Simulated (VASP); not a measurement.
Set up this calculation in VASP 6.6.1, as the native input.

```yaml
Task: single point
Functional: PBEsol
Potentials_or_basis: VASP PAW PBE potentials, release 64 (Cd, F)
Cutoff: 520 eV
k_mesh: 8 × 8 × 8
Occupations: gaussian, width 0.05 eV
Spin: no spin polarisation
Dipole_correction: no
Further_INCAR_settings: ALGO = Normal; EDIFF = 1e-07; NBANDS = 20
```

The structure of CdF2 lies in POSCAR:

```
CdF2
1.0
    0.0000000000      2.6940000000      2.6940000000
    2.6940000000      0.0000000000      2.6940000000
    2.6940000000      2.6940000000      0.0000000000
Cd F
1 2
Direct
   -0.0092798812      0.0092798812     -0.0092798812
    0.2500000000      0.2500000000      0.2500000000
    0.7500000000      0.7500000000      0.7500000000
```

This cell differs from its parent crystal: all Cd atoms moved -0.050 Å, as atom 1 along Cartesian [0 1 0].

These files were run (other wordings do the same):

INCAR

```
ALGO = Normal ; EDIFF = 1E-7
ENCUT = 520 ; GGA = PS
ISIF = 2 ; ISMEAR = 0
LASPH = True ; LCHARG = True
LELF = True ; LREAL = False
LVHAR = True ; LWAVE = False
NBANDS = 20 ; NELM = 60
PREC = Accurate ; SIGMA = 0.05
```

KPOINTS

```
k-points
0
Gamma
  8 8 8
```

Potentials or basis: VASP PAW PBE potentials, release 64 (Cd, F).

Command:

```console
$ cat potpaw_PBE.64/Cd/POTCAR potpaw_PBE.64/F/POTCAR > POTCAR
$ mpirun -np 1 vasp_std > vasp.out
```

It gave:

```json
{
 "Pressure": "0.7 GPa",
 "Largest force": "0.267 eV/Å",
 "Band gap on the k mesh": "2.90 eV, indirect (least direct gap 3.39 eV)"
}
```

Caveat: the cell differs from its parent crystal (all Cd atoms moved -0.050 Å, as atom 1 along Cartesian [0 1 0]); the PAW data sets were made with another functional, which shifts forces and pressure a little.

Run time: 54 s on 1 thread of AMD EPYC 7R13 Processor (Zen 3) (shared host), peak memory 0.15 GiB.
